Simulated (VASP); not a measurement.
## Ti: single point with PBEsol

Crystal: Ti.

```
Ti
1.0
     2.88978    0.00000    0.00000
    -1.44489    2.50262    0.00000
     0.00000    0.00000    4.58446
Ti
2
Cartesian
  1.4449 0.8342 3.4383
  0.0000 1.6684 1.1461
```

This cell differs from its parent crystal: volume scaled by 0.94.

```yaml
Program: VASP 6.6.1
Task: single point
Functional: PBEsol
Potentials_or_basis: VASP PAW PBE potentials, release 64 (Ti_sv)
Cutoff: 520 eV
k_mesh: 10 × 10 × 6
Occupations: fermi-dirac, width 0.05 eV
Spin: no spin polarisation
Dipole_correction: no
Further_INCAR_settings: ALGO = Fast; EDIFF = 1e-06; NBANDS = 19
```

* Pressure: 0.6 GPa
* Band gap on the k mesh: zero (band 12 reaches 9.51 eV, above the bottom of band 13 at 8.51 eV)

Stress tensor (GPa, compression positive):
```
0.80 0.00 0.00
0.00 0.80 0.00
0.00 0.00 0.20
```

Levels at points of the mesh, in eV from the Fermi level:
| k point | band 8 | band 9 | band 10 | band 11 | band 12 | band 13 | band 14 | band 15 | band 16 | band 17 |
| --- | --- | --- | --- | --- | --- | --- | --- | --- | --- | --- |
| (0.00, 0.00, 0.00) | -32.42 | -6.31 | -2.80 | 0.81 | 0.81 | 0.91 | 0.92 | 1.34 | 1.34 | 1.72 |
| (0.50, 0.00, 0.00) | -32.50 | -2.40 | -2.29 | -1.97 | -0.55 | 0.49 | 0.67 | 1.25 | 3.58 | 3.80 |
| (0.00, 0.00, 0.50) | -32.48 | -4.39 | -4.39 | 0.09 | 0.09 | 0.71 | 0.71 | 0.71 | 0.71 | 2.98 |
| (0.50, 0.00, 0.50) | -32.61 | -2.67 | -2.67 | -0.87 | -0.87 | 1.48 | 1.48 | 1.83 | 1.83 | 3.72 |

Run time: 60 s on 1 thread of Intel(R) Xeon(R) Platinum 8375C CPU @ 2.90GHz (Ice Lake) (shared host), peak memory 0.16 GiB.

Caveat: the PAW data sets were made with another functional, which shifts forces and pressure a little.
